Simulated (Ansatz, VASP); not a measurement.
## Nb2PdSe5 in VASP and in Ansatz

```
CELL_PARAMETERS angstrom
-2.65266 3.15364 5.32250
2.65266 -3.15364 5.32250
2.65266 3.15364 -5.32250
ATOMIC_POSITIONS crystal
Nb 0.00000 0.00000 0.00000
Nb 0.50000 0.00000 0.50000
Pd 0.50000 0.50000 0.00000
Se 0.55789 0.81007 0.74782
Se 0.93775 0.18993 0.74782
Se 0.44211 0.18993 0.25218
Se 0.06225 0.81007 0.25218
Se 0.00000 0.50000 0.50000
```

Alike in both runs: task single point; functional PBE; k mesh 4 × 4 × 4; occupations gaussian, width 0.1 eV; collinear spin.

|  | VASP | Ansatz |
| --- | --- | --- |
| version | VASP 6.6.1 | Ansatz 0.2.0 |
| potentials or method | VASP PAW PBE potentials, release 64 (Nb_sv, Pd, Se), cutoff 520 eV | scalar-relativistic, plane waves, PAW |
| valence electrons in the cell | 66 | 124 |

Ansatz gave:

```
gap on the k mesh at the Fermi level (eV)                     : none
pressure (GPa)                                                : 0.5
traceless stress, the component that is largest in VASP (GPa) : 0.79
rms of the force components (eV/Å)                            : 0.064
net moment per atom (μB)                                      : 0.00
```

Question: Estimate VASP's values.

Answer: gap on the k mesh at the Fermi level (eV): none; pressure (GPa): 0.5; traceless stress, the component that is largest in VASP (GPa): 0.80; rms of the force components (eV/Å): 0.066; net moment per atom (μB): 0.00.

Atom by atom the forces differ by 0.002 eV/Å (rms over components). A gap of «none» marks a metal or a gap that the smearing closes. VASP's potentials hold 66 valence electrons a cell and Ansatz's 124, so a difference there can come from the potentials and not from the codes. Ansatz's warnings: seeded moment not kept.

The k mesh is coarse, so the values compare programs but aren't converged.
